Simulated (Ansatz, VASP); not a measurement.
This is a calculation of BN for Ansatz 0.2.0.

Contents of input.yaml:

```yaml
crystal:
  lattice:
    - [2.49824, 0.0, 0.0]
    - [-1.24912, 2.1635393048, 0.0]
    - [0.0, 0.0, 6.6357]
  atoms:
    - { symbol: "N", position: [0.6666666667, 0.3333333333, 0.25] }
    - { symbol: "N", position: [0.3333333333, 0.6666666667, 0.75] }
    - { symbol: B, position: [0.6666666667, 0.3333333333, 0.75] }
    - { symbol: B, position: [0.3333333333, 0.6666666667, 0.25] }
hamiltonian:
  xc: pbe0
  pseudopotentials: { kind: paw }
kpoints:
  mp_grid: { grid: [6, 6, 2] }
scf:
  occupations: { method: fermi_dirac, width: 0.05 }
output:
  forces: true
  stress: true
  eigenvalues: true
relax:
  f_tol: 0.01
  max_steps: 40
  cell: { stress_tol: 0.05 }
```

Potentials or basis: Ansatz PAW.

The run is started by

```console
$ ansatz run input.yaml --threads 2 --pin off --max-ram 5632MiB --backend cpu --events-out ev --progress --plain --runs-dir out
```

Translate it to VASP 6.6.1. Potentials there: VASP PAW PBE potentials, release 64 (N, B).

As run (the cutoff follows the program's own potentials):

Contents of POSCAR:

```
BN
1.0
    2.4982400000      0.0000000000      0.0000000000
   -1.2491200000      2.1635393048      0.0000000000
    0.0000000000      0.0000000000      6.6357000000
N B
2 2
Direct
    0.6666666667      0.3333333333      0.2500000000
    0.3333333333      0.6666666667      0.7500000000
    0.6666666667      0.3333333333      0.7500000000
    0.3333333333      0.6666666667      0.2500000000
```

Contents of INCAR.step1:

```
PREC = Accurate ; ENCUT = 600
EDIFF = 1E-5 ; ISMEAR = -1
SIGMA = 0.05 ; LREAL = F
LASPH = T ; NELM = 60
ALGO = Normal ; LWAVE = T
LCHARG = F ; GGA = PE
NBANDS = 16
```

INCAR.step2

```
PREC = Accurate ; ENCUT = 600
EDIFF = 1E-7 ; ISMEAR = -1
SIGMA = 0.05 ; LREAL = F
LASPH = T ; NELM = 60
ALGO = Normal ; ISIF = 3
LWAVE = F ; LCHARG = F
GGA = PE ; LHFCALC = T
AEXX = 0.25 ; PRECFOCK = Normal
IBRION = 2 ; NSW = 60
EDIFFG = -0.01 ; ISTART = 1
```

Contents of KPOINTS:

```
regular mesh
0
Gamma
  6 6 2
```

Potentials or basis: VASP PAW PBE potentials, release 64 (N, B).

The run is started by

```sh
$ cat potpaw_PBE.64/N/POTCAR potpaw_PBE.64/B/POTCAR > POTCAR
$ cp INCAR.step1 INCAR
$ mpirun -np 1 vasp_std > vasp.out
$ cp INCAR.step2 INCAR
$ mpirun -np 1 vasp_std > vasp.out
```

Both were run:

|  | VASP | Ansatz | Ansatz less VASP |
| --- | --- | --- | --- |
| gap on the k mesh at the Fermi level, each at its own relaxed structure (eV) | 6.54 | 6.33 | -0.211 |
| relaxed volume (Å³/atom) | 10.00 | 10.71 | +0.718 |
| relaxed length of the cell vector where the two differ most in proportion (Å) | 7.412 | 7.948 | +0.5366 |

One of these differences is far larger than is usual between the two programs; its cause wasn't traced.

The k mesh is coarse, so the values compare programs but aren't converged. Noted on Ansatz's run: the volume moved by over 15 % at a fixed basis, so the end points are rough; the plane-wave basis is chosen anew once the cell has moved, so the energies of steps on either side of that aren't comparable.
